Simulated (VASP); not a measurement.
# SnO (Cmce) in VASP: notebook

Runs on SnO. Level: PBEsol. Tasks: single point.

Everything below comes from runs of VASP 6.6.1. Logs are shortened: lines on timing, memory, paths and dates and some standing lists are left out, and cuts for length are marked.

### Step 1. The cell of the first run

Symmetry: Cmce, No. 64, orthorhombic system. The conventional cell has a = 5.273 Å, b = 5.489 Å, c = 9.495 Å, α = 90.00°, β = 90.00°, γ = 90.00°. Within 2.9 Å of Sn (site symmetry m) lie 4 O at 2.22 Å. Within 2.9 Å of O (site symmetry 2) lie 4 Sn at 2.22 Å and 4 O at 2.64 to 2.74 Å.

### Step 2. Single point, PBEsol (strain -0.0200 x Voigt [1, -1, 0, 0, 0, 0])

File INCAR:

```
SYSTEM = SnO
  PREC = Accurate
  ENCUT = 520
  EDIFF = 1E-6
  ISMEAR = 0
  SIGMA = 0.15
  LREAL = .FALSE.
  LASPH = .TRUE.
  NELM = 80
  ALGO = Fast
  ISIF = 2
  LWAVE = .FALSE.
  LCHARG = .FALSE.
  GGA = PS
  NBANDS = 50
```

File KPOINTS:

```
Automatic mesh
0
G
  10 10 4
  0 0 0
```

File POSCAR:

```
SnO
1.0
    2.6366462446     -2.7442852717      0.0000000000
    2.6366462446      2.7442852717      0.0000000000
    0.0000000000      0.0000000000      9.4948200140
Sn O
4 4
Direct
    0.9991897041      0.0008102959      0.9998622097
    0.0008102959      0.9991897041      0.4998622097
    0.5008102959      0.4991897041      0.2571377902
    0.4991897041      0.5008102959      0.7571377902
    0.0007797023      0.4992202976      0.3785000000
    0.9992202976      0.5007797024      0.8785000000
    0.5007797024      0.9992202976      0.3785000000
    0.4992202976      0.0007797023      0.8785000000
```

Potentials or basis: VASP PAW PBE potentials, release 64 (Sn_d, O).

Command:

```bash
> cat potpaw_PBE.64/Sn_d/POTCAR potpaw_PBE.64/O/POTCAR > POTCAR
> mpirun -np 1 vasp_std > vasp.out
```

OUTCAR:

```text
SYSTEM = SnO
   PREC = Accurate
   ENCUT = 520
   EDIFF = 1E-6
   ISMEAR = 0
   LREAL = .FALSE.
   LASPH = .TRUE.
   NELM = 80
   ISIF = 2
   GGA = PS

 ion  position               nearest neighbor table
   1  0.999  0.001  1.000-   8 2.22   6 2.22   6 2.22   8 2.22   4 3.50   4 3.50   4 3.58   4 3.58
                             3 3.59   3 3.59   3 3.67   3 3.68
   2  0.001  0.999  0.500-   5 2.22   7 2.22   7 2.22   5 2.22   3 3.50   3 3.50   3 3.58   3 3.58
                             4 3.59   4 3.59   4 3.67   4 3.68
   3  0.501  0.499  0.257-   5 2.22   7 2.22   7 2.22   5 2.22   2 3.50   2 3.50   2 3.58   2 3.58
                             1 3.59   1 3.59   1 3.67   1 3.68
   4  0.499  0.501  0.757-   8 2.22   6 2.22   6 2.22   8 2.22   1 3.50   1 3.50   1 3.58   1 3.58
                             2 3.59   2 3.59   2 3.67   2 3.68
   5  0.001  0.499  0.379-   2 2.22   3 2.22   2 2.22   3 2.22
   6  0.999  0.501  0.879-   1 2.22   4 2.22   1 2.22   4 2.22
   7  0.501  0.999  0.379-   2 2.22   3 2.22   2 2.22   3 2.22
   8  0.499  0.001  0.879-   1 2.22   4 2.22   1 2.22   4 2.22

  LATTYP: Found a base centered orthorhombic cell.
 ALAT       =     5.2732924892
 B/A-ratio  =     1.0408242203
 C/A-ratio  =     1.8005487148

  Lattice vectors:

 A1 = (   2.6366462446,  -2.7442852717,   0.0000000000)
 A2 = (   2.6366462446,   2.7442852717,   0.0000000000)
 A3 = (   0.0000000000,   0.0000000000,   9.4948200140)

Analysis of symmetry for initial positions (statically):
=====================================================================
 Subroutine PRICEL returns:
 Original cell was already a primitive cell.

 Routine SETGRP: Setting up the symmetry group for a
 base centered orthorhombic supercell.

 Subroutine GETGRP returns: Found  8 space group operations
 (whereof  2 operations were pure point group operations)
 out of a pool of  8 trial point group operations.

The static configuration has the point symmetry C_1h.
 The point group associated with its full space group is D_2h.

Analysis of symmetry for dynamics (positions and initial velocities):
=====================================================================
 Subroutine PRICEL returns:
 Original cell was already a primitive cell.

 Routine SETGRP: Setting up the symmetry group for a
 base centered orthorhombic supercell.

 Subroutine GETGRP returns: Found  8 space group operations
 (whereof  2 operations were pure point group operations)
 out of a pool of  8 trial point group operations.

The dynamic configuration has the point symmetry C_1h.
[... 107 lines left out ...]
   LNONCOLLINEAR =      F non collinear calculations
   LSORBIT =      F    spin-orbit coupling
   LASPH  =      T    aspherical Exc in radial PAW
   ENCUT  =  520.0 eV  38.22 Ry    6.18 a.u.   7.08  7.08 17.65*2*pi/ulx,y,z
   NELM   =     80;   NELMIN=  2; NELMDL= -5     # of ELM steps
   EDIFF  = 0.1E-05   stopping-criterion for ELM
   LREAL  =      F    real-space projection
[... 7 lines left out ...]
   TEBEG  =    0.0;   TEEND  =   0.0 temperature during run
   PSTRESS=    0.0 pullay stress
   NELECT =      80.0000    total number of electrons
   NUPDOWN=      -1.0000    fix difference up-down
   EMIN   =  10.00;   EMAX   =-10.00  energy-range for DOS
   EFERMI =   0.00;   METHOD = LEGACY
   ISMEAR =     0;   SIGMA  =   0.15  broadening in eV -4-tet -1-fermi 0-gaus
   EFERMI_NEDOS =   21; number of points for ismear=-14 and -15
   IALGO  =     68    algorithm
   IMIX   =      4    mixing-type and parameters
     AMIX     =   0.40;   BMIX     =  1.00
     AMIX_MAG =   1.60;   BMIX_MAG =  1.00
  volume/ion in A,a.u.               =      17.18       115.91
  Fermi-wavevector in a.u.,A,eV,Ry     =   1.367012  2.583277 25.425490  1.868721
  Thomas-Fermi vector in A             =   2.493102
   LORBIT       =      0    0 simple, 1 ext, 2 COOP (PROOUT), +10 PAW based schemes
   GGA     = PS    functional components
   LHFCALC =     F    Hartree Fock is set to
   AEXX    =    0.0000 exact exchange contribution
   IVDW    =     0    specifies the selected vdW correction
   LEPSILON=     F    determine dielectric tensor
   LRPA    =     F    only Hartree local field effects (RPA)
 non-spin polarized calculation
 RMM-DIIS sequential band-by-band and
 Gauss-broadening in eV      SIGMA  =   0.15
  energy-cutoff  :      520.00
  volume of cell :      137.40
 maximum number of plane-waves:      3738
   NGX = 15   NGY = 15   NGZ = 35

 number of electron      79.9999998 magnetization

 Free energy of the ion-electron system (eV)
  ---------------------------------------------------
  ext. energy  EPLUGINS =         0.00000000
  ---------------------------------------------------
  free energy    TOTEN  =       -48.37175752 eV

  energy without entropy =      -48.36840699  energy(sigma->0) =      -48.37008226

 E-fermi :   7.3142     XC(G=0): -10.6033

 val. band max:        7.2424333541   @ k =   0.1000   0.0000   0.0000
 cond. band min:       7.3486572569   @ k =   0.5000   0.5000   0.2500
 fundamental gap:      0.1062239028
 Fermi energy:         7.3142347068

 k-point     1 :       0.0000    0.0000    0.0000
  band No.  band energies     occupation
      1     -14.6952      2.00000
      2     -14.6730      2.00000
      3     -14.2711      2.00000
      4     -14.2652      2.00000
      5     -14.2429      2.00000
      6     -14.2392      2.00000
[... 1261 lines left out ...]
     49      12.9753      0.00000
     50      14.3526      0.00000

 [... further k-points ...]
[... 5 lines left out ...]
  --------------------------------------------------------------------------------------
  -------------------------------------------------------------------------------------
  Total        3.2251355     -2.6247312      0.2766456     -0.0000000     -0.0000000      0.0000000
  in kB       37.6063076    -30.6053648      3.2257930     -0.0000000     -0.0000000      0.0000000
  external PRESSURE =       3.4089120 kB  Pullay stress =       0.0000000 kB

 VOLUME and BASIS-vectors are now :
 -----------------------------------------------------------------------------
  energy-cutoff  :      520.00
  volume of cell :      137.40
      direct lattice vectors                 reciprocal lattice vectors
     2.636646245 -2.744285272  0.000000000     0.189634844 -0.182196802  0.000000000
     2.636646245  2.744285272  0.000000000     0.189634844  0.182196802  0.000000000
     0.000000000  0.000000000  9.494820014     0.000000000  0.000000000  0.105320585

 POSITION                                       TOTAL-FORCE (eV/Angst)
 -----------------------------------------------------------------------------------
      2.63665     -2.73984      9.49351         0.000000     -0.002720      0.091093
      2.63665      2.73984      4.74610         0.000000      0.002720      0.091093
      2.63665     -0.00445      2.44148         0.000000      0.002720     -0.091093
      2.63665      0.00445      7.18889         0.000000     -0.002720     -0.091093
      1.31832      1.36786      3.59379         0.000000      0.001647     -0.000000
      3.95497     -1.36786      8.34120         0.000000     -0.001647     -0.000000
      3.95497      1.36786      3.59379         0.000000      0.001647     -0.000000
      1.31832     -1.36786      8.34120         0.000000     -0.001647      0.000000
 -----------------------------------------------------------------------------------
    total drift:                                0.000001     -0.000000     -0.000013

  FREE ENERGIE OF THE ION-ELECTRON SYSTEM (eV)
  ---------------------------------------------------
  free  energy   TOTEN  =       -48.3717575240 eV

  energy  without entropy=      -48.3684069868  energy(sigma->0) =      -48.37008226
```

OSZICAR:

```text
N       E                     dE             d eps       ncg     rms          rms(c)
DAV:   1     0.105594664035E+04    0.10559E+04   -0.37462E+04 10062   0.246E+03
DAV:   2     0.160779225534E+03   -0.89517E+03   -0.85347E+03  9452   0.696E+02
DAV:   3    -0.372380810907E+02   -0.19802E+03   -0.18907E+03 10444   0.250E+02
DAV:   4    -0.541778544781E+02   -0.16940E+02   -0.16613E+02 11018   0.758E+01
DAV:   5    -0.548033678826E+02   -0.62551E+00   -0.62375E+00 10710   0.150E+01    0.151E+01
RMM:   6    -0.484354680865E+02    0.63679E+01   -0.23032E+01 11553   0.181E+01    0.580E+00
RMM:   7    -0.483966891055E+02    0.38779E-01   -0.24036E+00 12609   0.776E+00    0.354E+00
RMM:   8    -0.483805433821E+02    0.16146E-01   -0.72388E-01 12673   0.390E+00    0.116E+00
RMM:   9    -0.483700508255E+02    0.10493E-01   -0.30285E-01 13526   0.175E+00    0.437E-01
RMM:  10    -0.483719782136E+02   -0.19274E-02   -0.24106E-02 13554   0.769E-01    0.317E-01
RMM:  11    -0.483717283075E+02    0.24991E-03   -0.57412E-03 13534   0.403E-01    0.546E-02
RMM:  12    -0.483717267293E+02    0.15782E-05   -0.12348E-03 13088   0.232E-01    0.507E-02
RMM:  13    -0.483717584574E+02   -0.31728E-04   -0.40866E-04 15146   0.955E-02    0.394E-02
RMM:  14    -0.483717587487E+02   -0.29134E-06   -0.38984E-05 14640   0.309E-02    0.182E-02
RMM:  15    -0.483717577177E+02    0.10310E-05   -0.84026E-06 11464   0.170E-02    0.400E-03
RMM:  16    -0.483717575240E+02    0.19375E-06   -0.25088E-06  8230   0.971E-03
   1 F= -.48371758E+02 E0= -.48370082E+02  d E =-.335054E-02
```

stdout:

```text
POSCAR found type information on POSCAR SnO
 POSCAR found :  2 types and       8 ions
 scaLAPACK will be used
 -----------------------------------------------------------------------------
|                                                                             |
|                                                                             |
|     You enforced a specific xc type in the INCAR file but a different       |
|     I HOPE YOU KNOW WHAT YOU ARE DOING!                                     |
|                                                                             |
 -----------------------------------------------------------------------------

 LDA part: xc-table for (Slater+PW92), standard interpolation
 POSCAR, INCAR and KPOINTS ok, starting setup
 FFT: planning ... GRIDC
 FFT: planning ... GRID_SOFT
 FFT: planning ... GRID
 WAVECAR not read
 entering main loop
WARNING in EDDRMM: call to ZHEGV failed, returncode =   8  4     45
```

Wall time 10 min (1 thread of Oxide Virtual Turin-like, shared host); peak memory 0.52 GiB.

Results:

```yaml
Free_energy: -48.3718 eV
Pressure: 0.3 GPa
Largest_force: 0.091 eV/Å
Band_gap_on_the_k_mesh: zero (bands 40 and 41 overlap by 0.15 eV)
```

Forces in eV/Å, atoms in the order of the input:
```
Sn   0.000 -0.003  0.091
Sn   0.000  0.003  0.091
Sn   0.000  0.003 -0.091
Sn   0.000 -0.003 -0.091
O    0.000  0.002  0.000
O    0.000 -0.002  0.000
O    0.000  0.002  0.000
O    0.000 -0.002  0.000
```

Stress tensor (GPa, compression positive):
```
 3.76  0.00  0.00
 0.00 -3.06  0.00
 0.00  0.00  0.32
```

Caveat: the cell differs from its parent crystal (strain -0.0200 x Voigt [1, -1, 0, 0, 0, 0]); the stress differs along the axes, from -3 to 4 GPa; semilocal functionals underestimate gaps, and a narrow one can read as zero; the PAW data sets were made with another functional, which shifts forces and pressure a little; spin-orbit coupling is left out, which moves the levels of the heavy elements.

### Step 3. Single point, PBEsol (strain +0.0175 x Voigt [1, -1, 0, 0, 0, 0])

File INCAR:

```
SYSTEM = SnO
PREC = Accurate ; ENCUT = 520
EDIFF = 1E-6 ; ISMEAR = 0
SIGMA = 0.15 ; LREAL = .FALSE.
LASPH = .TRUE. ; NELM = 100
ALGO = Fast ; ISIF = 2
LWAVE = .FALSE. ; LCHARG = .FALSE.
GGA = PS ; NBANDS = 50
```

KPOINTS is that of step 2.

POSCAR, as its differences from that of step 2:

```diff
@@ -2,4 +2,4 @@
 1.0
-    2.6366462446     -2.7442852717      0.0000000000
-    2.6366462446      2.7442852717      0.0000000000
+    2.7375383203     -2.6433924309      0.0000000000
+    2.7375383203      2.6433924309      0.0000000000
     0.0000000000      0.0000000000      9.4948200140
```

Potentials or basis: VASP PAW PBE potentials, release 64 (Sn_d, O).

Command:

```bash
> cat potpaw_PBE.64/Sn_d/POTCAR potpaw_PBE.64/O/POTCAR > POTCAR
> mpirun -np 1 vasp_std > vasp.out
```

OUTCAR:

```text
SYSTEM = SnO
   PREC = Accurate
   ENCUT = 520
   EDIFF = 1E-6
   ISMEAR = 0
   LREAL = .FALSE.
   LASPH = .TRUE.
   NELM = 100
   ISIF = 2
   GGA = PS

 ion  position               nearest neighbor table
   1  0.999  0.001  1.000-   6 2.22   8 2.22   8 2.22   6 2.22   4 3.51   4 3.51   4 3.58   4 3.58
                             3 3.59   3 3.61   3 3.67   3 3.67
   2  0.001  0.999  0.500-   7 2.22   5 2.22   5 2.22   7 2.22   3 3.51   3 3.51   3 3.58   3 3.58
                             4 3.59   4 3.61   4 3.67   4 3.67
   3  0.501  0.499  0.257-   5 2.22   7 2.22   7 2.22   5 2.22   2 3.51   2 3.51   2 3.58   2 3.58
                             1 3.59   1 3.61   1 3.67   1 3.67
   4  0.499  0.501  0.757-   8 2.22   6 2.22   6 2.22   8 2.22   1 3.51   1 3.51   1 3.58   1 3.58
                             2 3.59   2 3.61   2 3.67   2 3.67
   5  0.001  0.499  0.379-   2 2.22   3 2.22   2 2.22   3 2.22
   6  0.999  0.501  0.879-   1 2.22   4 2.22   1 2.22   4 2.22
   7  0.501  0.999  0.379-   2 2.22   3 2.22   2 2.22   3 2.22
   8  0.499  0.001  0.879-   1 2.22   4 2.22   1 2.22   4 2.22

  LATTYP: Found a base centered orthorhombic cell.
 ALAT       =     5.2867848618
 B/A-ratio  =     1.0356155553
 C/A-ratio  =     1.7959535450

  Lattice vectors:

[... 197 lines left out ...]
 fundamental gap:      0.1124232623
 Fermi energy:         7.3125957051

 k-point     1 :       0.0000    0.0000    0.0000
  band No.  band energies     occupation
      1     -14.6966      2.00000
      2     -14.6744      2.00000
      3     -14.2696      2.00000
      4     -14.2660      2.00000
      5     -14.2437      2.00000
      6     -14.2417      2.00000
[... 1261 lines left out ...]
     49      12.9519      0.00000
     50      14.2447      0.00000

 [... further k-points ...]
[... 5 lines left out ...]
  --------------------------------------------------------------------------------------
  -------------------------------------------------------------------------------------
  Total       -2.3038962      2.8116138      0.2418370      0.0000000     -0.0000000      0.0000000
  in kB      -26.8617874     32.7814130      2.8196469      0.0000000     -0.0000000      0.0000000
  external PRESSURE =       2.9130908 kB  Pullay stress =       0.0000000 kB

 VOLUME and BASIS-vectors are now :
 -----------------------------------------------------------------------------
  energy-cutoff  :      520.00
  volume of cell :      137.42
      direct lattice vectors                 reciprocal lattice vectors
     2.737538320 -2.643392431  0.000000000     0.182645845 -0.189150878  0.000000000
     2.737538320  2.643392431  0.000000000     0.182645845  0.189150878  0.000000000
     0.000000000  0.000000000  9.494820014     0.000000000  0.000000000  0.105320585

 POSITION                                       TOTAL-FORCE (eV/Angst)
 -----------------------------------------------------------------------------------
      2.73754     -2.63911      9.49351         0.000000     -0.004277      0.090911
      2.73754      2.63911      4.74610         0.000000      0.004277      0.090911
      2.73754     -0.00428      2.44148         0.000000      0.004277     -0.090911
      2.73754      0.00428      7.18889         0.000000     -0.004277     -0.090911
      1.36877      1.31757      3.59379         0.000000      0.001646      0.000000
      4.10631     -1.31757      8.34120         0.000000     -0.001646      0.000000
      4.10631      1.31757      3.59379         0.000000      0.001646      0.000000
      1.36877     -1.31757      8.34120         0.000000     -0.001646      0.000000
 -----------------------------------------------------------------------------------
    total drift:                                0.000001     -0.000000     -0.000013

  FREE ENERGIE OF THE ION-ELECTRON SYSTEM (eV)
  ---------------------------------------------------
  free  energy   TOTEN  =       -48.3855397085 eV

  energy  without entropy=      -48.3822123025  energy(sigma->0) =      -48.38387601
```

OSZICAR:

```text
N       E                     dE             d eps       ncg     rms          rms(c)
DAV:   1     0.106637974226E+04    0.10664E+04   -0.37415E+04 10056   0.247E+03
DAV:   2     0.165187712520E+03   -0.90119E+03   -0.85965E+03  9420   0.700E+02
DAV:   3    -0.367317925646E+02   -0.20192E+03   -0.19238E+03 10532   0.251E+02
DAV:   4    -0.541673973032E+02   -0.17436E+02   -0.17098E+02 10984   0.766E+01
DAV:   5    -0.548121753658E+02   -0.64478E+00   -0.64257E+00 10872   0.152E+01    0.151E+01
RMM:   6    -0.484488394816E+02    0.63633E+01   -0.23072E+01 11575   0.181E+01    0.580E+00
RMM:   7    -0.484098007707E+02    0.39039E-01   -0.24013E+00 12636   0.776E+00    0.354E+00
RMM:   8    -0.483941871906E+02    0.15614E-01   -0.72735E-01 12648   0.390E+00    0.116E+00
RMM:   9    -0.483838126338E+02    0.10375E-01   -0.30404E-01 13482   0.174E+00    0.437E-01
RMM:  10    -0.483858133183E+02   -0.20007E-02   -0.24438E-02 13572   0.772E-01    0.319E-01
RMM:  11    -0.483855109870E+02    0.30233E-03   -0.57010E-03 13593   0.402E-01    0.529E-02
RMM:  12    -0.483855072334E+02    0.37536E-05   -0.11658E-03 13057   0.229E-01    0.495E-02
RMM:  13    -0.483855398765E+02   -0.32643E-04   -0.41752E-04 15209   0.956E-02    0.371E-02
RMM:  14    -0.483855405323E+02   -0.65582E-06   -0.38829E-05 14388   0.308E-02    0.172E-02
RMM:  15    -0.483855397085E+02    0.82382E-06   -0.85098E-06 11668   0.176E-02
   1 F= -.48385540E+02 E0= -.48383876E+02  d E =-.332741E-02
```

Wall time 16 min (1 thread of Oxide Virtual Turin-like, shared host); peak memory 0.52 GiB.

What came out:

* Free energy: -48.3855 eV
* Pressure: 0.3 GPa
* Largest force: 0.091 eV/Å
* Band gap on the k mesh: zero (bands 40 and 41 overlap by 0.14 eV)

Forces on the atoms (eV/Å):
```
Sn   0.000 -0.004  0.091
Sn   0.000  0.004  0.091
Sn   0.000  0.004 -0.091
Sn   0.000 -0.004 -0.091
O    0.000  0.002  0.000
O    0.000 -0.002  0.000
O    0.000  0.002  0.000
O    0.000 -0.002  0.000
```

Caveat: the cell differs from its parent crystal (strain +0.0175 x Voigt [1, -1, 0, 0, 0, 0]); the stress differs along the axes, from -3 to 3 GPa; semilocal functionals underestimate gaps, and a narrow one can read as zero; the PAW data sets were made with another functional, which shifts forces and pressure a little; spin-orbit coupling is left out, which moves the levels of the heavy elements.

The gap in the log of VASP goes by the Fermi energy; the results here count the filled bands.